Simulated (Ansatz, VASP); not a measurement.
SnO2 in VASP and in Ansatz

```
Sn O
1.0
    -1.99963    1.99963    5.10127
     1.99963   -1.99963    5.10127
     1.99963    1.99963   -5.10127
Sn O
2 4
Cartesian
  0.0000 1.9996 2.5506
  0.0000 0.0000 0.0000
  0.0000 1.9996 0.4728
  0.0000 0.0000 8.1247
  0.0000 0.0000 2.0778
  0.0000 1.9996 4.6285
```

Alike in both runs: task single point; functional PBE; k mesh 10 × 10 × 10; no spin polarisation.

|  | VASP | Ansatz |
| --- | --- | --- |
| version | VASP 6.6.1 | Ansatz 0.2.0 |
| potentials or method | VASP PAW PBE potentials, release 64 (Sn_d, O) | plane waves, PAW |
| plane-wave cutoff (eV) | 520 | 420 |
| occupations | gaussian, width 0.01 eV | fixed |
| valence electrons in the cell | 52 | 52 |

```tsv
	VASP	Ansatz	Ansatz less VASP
gap on the k mesh at the Fermi level (eV)	1.70	1.71	+0.011
pressure (GPa)	7.4	6.8	-0.61
traceless stress, the component that is largest in VASP (GPa)	0.38	0.22	-0.160
rms of the force components (eV/Å)	0.056	0.044	-0.0127
```

Atom by atom the forces differ by 0.013 eV/Å (rms over components).
